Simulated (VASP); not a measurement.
# HgS (F-43m) in VASP: settings compared

The runs below take HgS through single point, with RPBE, PBEsol.

Program: VASP 6.6.1. These are calculated values, not measurements. Logs are shortened: lines on timing, memory, paths and dates and some standing lists are left out, and cuts for length are marked.

## (1) The cell of the first run

Symmetry: F-43m, No. 216, cubic system. The conventional cell has a = 5.938 Å, b = 5.938 Å, c = 5.938 Å, α = 90.00°, β = 90.00°, γ = 90.00°. Within 3.4 Å of Hg (site symmetry -43m) lie 4 S at 2.57 Å. S (site symmetry -43m) has 4 Hg at 2.57 Å within 3.4 Å.

## (2) Single point, RPBE

Input file INCAR:

```
SYSTEM = HgS
ALGO     = Normal         ! electronic algorithm
EDIFF    = 1E-6           ! SCF threshold, eV
ENCUT    = 500            ! plane-wave cutoff, eV
GGA      = RP             ! functional
GGA_COMPAT= .False.      
ISIF     = 2              ! what is computed and relaxed
ISMEAR   = 0              ! smearing method
LASPH    = .True.         ! aspherical terms in the spheres
LCHARG   = .False.        ! write CHGCAR
LREAL    = .False.        ! projectors in reciprocal space
LWAVE    = .False.        ! write WAVECAR
NBANDS   = 16             ! bands
NELM     = 120            ! most SCF steps
PREC     = Accurate       ! precision mode
SIGMA    = 0.05           ! smearing width, eV
```

Input file KPOINTS:

```
k-points
0
Gamma
  8 8 8
  0 0 0
```

Input file POSCAR:

```
HgS
1.0
    0.0000000000      2.9691254929      2.9691254929
    2.9691254929      0.0000000000      2.9691254929
    2.9691254929      2.9691254929      0.0000000000
Hg S
1 1
Direct
    0.0000000000      0.0000000000      0.0000000000
    0.7500000000      0.7500000000      0.7500000000
```

Potentials or basis: VASP PAW PBE potentials, release 64 (Hg, S).

The run is started by

```sh
cat potpaw_PBE.64/Hg/POTCAR potpaw_PBE.64/S/POTCAR > POTCAR
mpirun -np 1 vasp_std > vasp.out
```

OUTCAR:

```text
SYSTEM = HgS
   EDIFF = 1E-6
   ENCUT = 500
   GGA = RP
   ISIF = 2
   ISMEAR = 0
   LASPH = .True.
   LREAL = .False.
   NELM = 120
   PREC = Accurate

 ion  position               nearest neighbor table
   1  0.000  0.000  0.000-   2 2.57   2 2.57   2 2.57   2 2.57
   2  0.750  0.750  0.750-   1 2.57   1 2.57   1 2.57   1 2.57

  LATTYP: Found a face centered cubic cell.
 ALAT       =     5.9382509858

  Lattice vectors:

 A1 = (   0.0000000000,   2.9691254929,   2.9691254929)
 A2 = (   2.9691254929,   0.0000000000,   2.9691254929)
 A3 = (   2.9691254929,   2.9691254929,   0.0000000000)

Analysis of symmetry for initial positions (statically):
=====================================================================
 Subroutine PRICEL returns:
 Original cell was already a primitive cell.

 Routine SETGRP: Setting up the symmetry group for a
 face centered cubic supercell.

 Subroutine GETGRP returns: Found 24 space group operations
 (whereof 24 operations were pure point group operations)
 out of a pool of 48 trial point group operations.

The static configuration has the point symmetry T_d .

Analysis of symmetry for dynamics (positions and initial velocities):
=====================================================================
 Subroutine PRICEL returns:
 Original cell was already a primitive cell.

 Routine SETGRP: Setting up the symmetry group for a
 face centered cubic supercell.

 Subroutine GETGRP returns: Found 24 space group operations
 (whereof 24 operations were pure point group operations)
 out of a pool of 48 trial point group operations.

The dynamic configuration has the point symmetry T_d .

 Subroutine INISYM returns: Found 24 space group operations
 (whereof 24 operations are pure point group operations),
 and found     1 'primitive' translations

----------------------------------------------------------------------------------------

                                     Primitive cell

  volume of cell :      52.3499

  direct lattice vectors                    reciprocal lattice vectors
     0.000000000  2.969125493  2.969125493    -0.168399753  0.168399753  0.168399753
     2.969125493  0.000000000  2.969125493     0.168399753 -0.168399753  0.168399753
     2.969125493  2.969125493  0.000000000     0.168399753  0.168399753 -0.168399753
[... 74 lines left out ...]
 SYSTEM =  HgS
   PREC   = accura    normal or accurate (medium, high low for compatibility)
   ISTART =      0    job   : 0-new  1-cont  2-samecut
   ICHARG =      2    charge: 1-file 2-atom 10-const
   ISPIN  =      1    spin polarized calculation?
   LNONCOLLINEAR =      F non collinear calculations
   LSORBIT =      F    spin-orbit coupling
   LASPH  =      T    aspherical Exc in radial PAW
   ENCUT  =  500.0 eV  36.75 Ry    6.06 a.u.   7.66  7.66  7.66*2*pi/ulx,y,z
   NELM   =    120;   NELMIN=  2; NELMDL= -5     # of ELM steps
   EDIFF  = 0.1E-05   stopping-criterion for ELM
   LREAL  =      F    real-space projection
   EDIFFG = 0.1E-04   stopping-criterion for IOM
   NSW    =      0    number of steps for IOM
   IBRION =     -1    ionic relax: 0-MD 1-quasi-New 2-CG
   NFREE  =      0    steps in history (QN), initial steepest desc. (CG)
   ISIF   =      2    stress and relaxation
   ISYM   =      2    0-nonsym 1-usesym 2-fastsym
   POTIM  = 0.5000    time-step for ionic-motion
   TEBEG  =    0.0;   TEEND  =   0.0 temperature during run
   PSTRESS=    0.0 pullay stress
   NELECT =      18.0000    total number of electrons
   NUPDOWN=      -1.0000    fix difference up-down
   EMIN   =  10.00;   EMAX   =-10.00  energy-range for DOS
   EFERMI =   0.00;   METHOD = LEGACY
   ISMEAR =     0;   SIGMA  =   0.05  broadening in eV -4-tet -1-fermi 0-gaus
   EFERMI_NEDOS =   21; number of points for ismear=-14 and -15
   IALGO  =     38    algorithm
   IMIX   =      4    mixing-type and parameters
     AMIX     =   0.40;   BMIX     =  1.00
     AMIX_MAG =   1.60;   BMIX_MAG =  1.00
  volume/ion in A,a.u.               =      26.17       176.64
  Fermi-wavevector in a.u.,A,eV,Ry     =   1.146904  2.167335 17.896955  1.315389
  Thomas-Fermi vector in A             =   2.283586
   LORBIT       =      0    0 simple, 1 ext, 2 COOP (PROOUT), +10 PAW based schemes
   GGA     = RP    functional components
   LHFCALC =     F    Hartree Fock is set to
   AEXX    =    0.0000 exact exchange contribution
   IVDW    =     0    specifies the selected vdW correction
   LEPSILON=     F    determine dielectric tensor
   LRPA    =     F    only Hartree local field effects (RPA)
 non-spin polarized calculation
 Gauss-broadening in eV      SIGMA  =   0.05
  energy-cutoff  :      500.00
  volume of cell :       52.35
 maximum number of plane-waves:      1363
   NGX = 15   NGY = 15   NGZ = 15

 number of electron      17.9999999 magnetization

 Free energy of the ion-electron system (eV)
  ---------------------------------------------------
  ext. energy  EPLUGINS =         0.00000000
  ---------------------------------------------------
  free energy    TOTEN  =        -3.82532360 eV

  energy without entropy =       -3.82517289  energy(sigma->0) =       -3.82524825

 E-fermi :   1.8233     XC(G=0):  -8.8330

 val. band max:        1.8080184363   @ k =   0.0000   0.0000   0.0000
 cond. band min:       2.6461720188   @ k =   0.1250   0.0000   0.0000
 fundamental gap:      0.8381535825
 Fermi energy:         1.8232504698

 k-point     1 :       0.0000    0.0000    0.0000
  band No.  band energies     occupation
      1     -11.1282      2.00000
      2      -5.0232      2.00000
      3      -5.0232      2.00000
      4      -5.0232      2.00000
      5      -4.2043      2.00000
      6      -4.2043      2.00000
[... 433 lines left out ...]
      3      -4.7132      2.00000
      4      -4.2577      2.00000
      5      -4.1739      2.00000
      6      -3.7637      2.00000
[... 8 lines left out ...]
     15      13.8180      0.00000
     16      14.4611      0.00000

 [... further k-points ...]
[... 5 lines left out ...]
  --------------------------------------------------------------------------------------
  -------------------------------------------------------------------------------------
  Total        1.2405367      1.2405367      1.2405367      0.0000000      0.0000000      0.0000000
  in kB       37.9668478     37.9668478     37.9668478      0.0000000      0.0000000      0.0000000
  external PRESSURE =      37.9668478 kB  Pullay stress =       0.0000000 kB

 VOLUME and BASIS-vectors are now :
 -----------------------------------------------------------------------------
  energy-cutoff  :      500.00
  volume of cell :       52.35
      direct lattice vectors                 reciprocal lattice vectors
     0.000000000  2.969125493  2.969125493    -0.168399753  0.168399753  0.168399753
     2.969125493  0.000000000  2.969125493     0.168399753 -0.168399753  0.168399753
     2.969125493  2.969125493  0.000000000     0.168399753  0.168399753 -0.168399753

 POSITION                                       TOTAL-FORCE (eV/Angst)
 -----------------------------------------------------------------------------------
      0.00000      0.00000      0.00000        -0.000000      0.000000      0.000000
      4.45369      4.45369      4.45369         0.000000     -0.000000     -0.000000
 -----------------------------------------------------------------------------------
    total drift:                                0.000000      0.000000      0.000000

  FREE ENERGIE OF THE ION-ELECTRON SYSTEM (eV)
  ---------------------------------------------------
  free  energy   TOTEN  =        -3.8253236020 eV

  energy  without entropy=       -3.8251728913  energy(sigma->0) =       -3.82524825
```

OSZICAR:

```text
N       E                     dE             d eps       ncg     rms          rms(c)
DAV:   1     0.111807109173E+03    0.11181E+03   -0.84610E+03   936   0.977E+02
DAV:   2    -0.959144060455E-01   -0.11190E+03   -0.10395E+03  1104   0.244E+02
DAV:   3    -0.424105647134E+01   -0.41451E+01   -0.41341E+01  1216   0.483E+01
DAV:   4    -0.426790236873E+01   -0.26846E-01   -0.26844E-01  1128   0.391E+00
DAV:   5    -0.426829179263E+01   -0.38942E-03   -0.38942E-03  1200   0.457E-01    0.100E+01
DAV:   6    -0.383061742785E+01    0.43767E+00   -0.71944E-01  1392   0.118E+01    0.780E+00
DAV:   7    -0.382472707701E+01    0.58904E-02   -0.17205E-01  1120   0.290E+00    0.356E+00
DAV:   8    -0.382512848065E+01   -0.40140E-03   -0.18029E-02  1080   0.167E+00    0.288E-01
DAV:   9    -0.382509752874E+01    0.30952E-04   -0.20521E-03  1072   0.676E-01    0.734E-02
DAV:  10    -0.382522517295E+01   -0.12764E-03   -0.26029E-04  1112   0.168E-01    0.708E-02
DAV:  11    -0.382532969022E+01   -0.10452E-03   -0.19070E-04  1056   0.121E-01    0.262E-02
DAV:  12    -0.382532176401E+01    0.79262E-05   -0.26927E-05  1176   0.716E-02    0.116E-02
DAV:  13    -0.382532339951E+01   -0.16355E-05   -0.55164E-06  1096   0.141E-02    0.500E-03
DAV:  14    -0.382532360199E+01   -0.20249E-06   -0.69376E-07   984   0.542E-03
   1 F= -.38253236E+01 E0= -.38252482E+01  d E =-.150711E-03
```

It took 20 s on 1 thread of Intel Xeon 6975P-C, shared host; peak memory 0.18 GiB.

Results:

```
Free energy            : -3.8253 eV
Pressure               : 3.8 GPa
Band gap on the k mesh : zero (filled and empty bands touch)
```

Caveat: the PAW data sets were made with another functional, which shifts forces and pressure a little; spin-orbit coupling is left out, which moves the levels of the heavy elements.

## (3) Single point, PBEsol (volume scaled by 1.02)

Input file INCAR:

```
ALGO = Normal
EDIFF = 1E-6
ENCUT = 500
GGA = PS
GGA_COMPAT = F
ISIF = 2
ISMEAR = 0
LASPH = T
LCHARG = F
LREAL = F
LWAVE = F
NBANDS = 16
NELM = 120
PREC = Accurate
SIGMA = 0.05
```

Input file KPOINTS:

```
k-points
0
Gamma
  8 8 8
```

Input file POSCAR:

```
HgS
1.0
    0.0000000000      2.9574927290      2.9574927290
    2.9574927290      0.0000000000      2.9574927290
    2.9574927290      2.9574927290      0.0000000000
Hg S
1 1
Direct
    0.0000000000      0.0000000000      0.0000000000
    0.7500000000      0.7500000000      0.7500000000
```

Potentials or basis: VASP PAW PBE potentials, release 64 (Hg, S).

The run is started by

```sh
cat potpaw_PBE.64/Hg/POTCAR potpaw_PBE.64/S/POTCAR > POTCAR
mpirun -np 1 vasp_std > vasp.out
```

OUTCAR:

```text
EDIFF = 1E-6
   ENCUT = 500
   GGA = PS
   ISIF = 2
   ISMEAR = 0
   LASPH = T
   LREAL = F
   NELM = 120
   PREC = Accurate

 ion  position               nearest neighbor table
   1  0.000  0.000  0.000-   2 2.56   2 2.56   2 2.56   2 2.56
   2  0.750  0.750  0.750-   1 2.56   1 2.56   1 2.56   1 2.56

  LATTYP: Found a face centered cubic cell.
 ALAT       =     5.9149854580

  Lattice vectors:

 A1 = (   0.0000000000,   2.9574927290,   2.9574927290)
 A2 = (   2.9574927290,   0.0000000000,   2.9574927290)
 A3 = (   2.9574927290,   2.9574927290,   0.0000000000)

Analysis of symmetry for initial positions (statically):
=====================================================================
 Subroutine PRICEL returns:
 Original cell was already a primitive cell.

 Routine SETGRP: Setting up the symmetry group for a
 face centered cubic supercell.

 Subroutine GETGRP returns: Found 24 space group operations
 (whereof 24 operations were pure point group operations)
 out of a pool of 48 trial point group operations.

[... 156 lines left out ...]
  ---------------------------------------------------
  ext. energy  EPLUGINS =         0.00000000
  ---------------------------------------------------
  free energy    TOTEN  =        -5.27588597 eV

  energy without entropy =       -5.27573530  energy(sigma->0) =       -5.27581064

 E-fermi :   1.7155     XC(G=0):  -9.3620

 val. band max:        1.7003143366   @ k =   0.0000   0.0000   0.0000
 cond. band min:       2.4188228974   @ k =   0.1250   0.0000   0.0000
 fundamental gap:      0.7185085607
 Fermi energy:         1.7155441722

 k-point     1 :       0.0000    0.0000    0.0000
  band No.  band energies     occupation
      1     -11.3559      2.00000
      2      -5.2252      2.00000
      3      -5.2252      2.00000
      4      -5.2252      2.00000
      5      -4.3691      2.00000
      6      -4.3691      2.00000
[... 433 lines left out ...]
      3      -4.9059      2.00000
      4      -4.4384      2.00000
      5      -4.3416      2.00000
      6      -3.9366      2.00000
[... 8 lines left out ...]
     15      13.4868      0.00000
     16      14.2901      0.00000

 [... further k-points ...]
[... 5 lines left out ...]
  --------------------------------------------------------------------------------------
  -------------------------------------------------------------------------------------
  Total       -0.2585472     -0.2585472     -0.2585472      0.0000000      0.0000000      0.0000000
  in kB       -8.0066243     -8.0066243     -8.0066243      0.0000000      0.0000000      0.0000000
  external PRESSURE =      -8.0066243 kB  Pullay stress =       0.0000000 kB

 VOLUME and BASIS-vectors are now :
 -----------------------------------------------------------------------------
  energy-cutoff  :      500.00
  volume of cell :       51.74
      direct lattice vectors                 reciprocal lattice vectors
     0.000000000  2.957492729  2.957492729    -0.169062123  0.169062123  0.169062123
     2.957492729  0.000000000  2.957492729     0.169062123 -0.169062123  0.169062123
     2.957492729  2.957492729  0.000000000     0.169062123  0.169062123 -0.169062123

 POSITION                                       TOTAL-FORCE (eV/Angst)
 -----------------------------------------------------------------------------------
      0.00000      0.00000      0.00000         0.000000      0.000000      0.000000
      4.43624      4.43624      4.43624        -0.000000     -0.000000     -0.000000
 -----------------------------------------------------------------------------------
    total drift:                                0.000000      0.000000      0.000000

  FREE ENERGIE OF THE ION-ELECTRON SYSTEM (eV)
  ---------------------------------------------------
  free  energy   TOTEN  =        -5.2758859725 eV

  energy  without entropy=       -5.2757352991  energy(sigma->0) =       -5.27581064
```

stdout:

```text
POSCAR found type information on POSCAR HgS
 POSCAR found :  2 types and       2 ions
 scaLAPACK will be used
 -----------------------------------------------------------------------------
|                                                                             |
|                                                                             |
|     You enforced a specific xc type in the INCAR file but a different       |
|     I HOPE YOU KNOW WHAT YOU ARE DOING!                                     |
|                                                                             |
 -----------------------------------------------------------------------------

 LDA part: xc-table for (Slater+PW92), standard interpolation
 POSCAR, INCAR and KPOINTS ok, starting setup
 FFT: planning ... GRIDC
 FFT: planning ... GRID_SOFT
 FFT: planning ... GRID
 WAVECAR not read
 entering main loop
```

Wall time 22 s (1 thread of Intel Xeon 8259CL, shared host); peak memory 0.18 GiB.

Results:

```yaml
Free_energy: -5.2759 eV
Pressure: -0.8 GPa
Band_gap_on_the_k_mesh: zero (filled and empty bands touch)
```

Caveat: the PAW data sets were made with another functional, which shifts forces and pressure a little; spin-orbit coupling is left out, which moves the levels of the heavy elements.

[end of part 1 of 2]
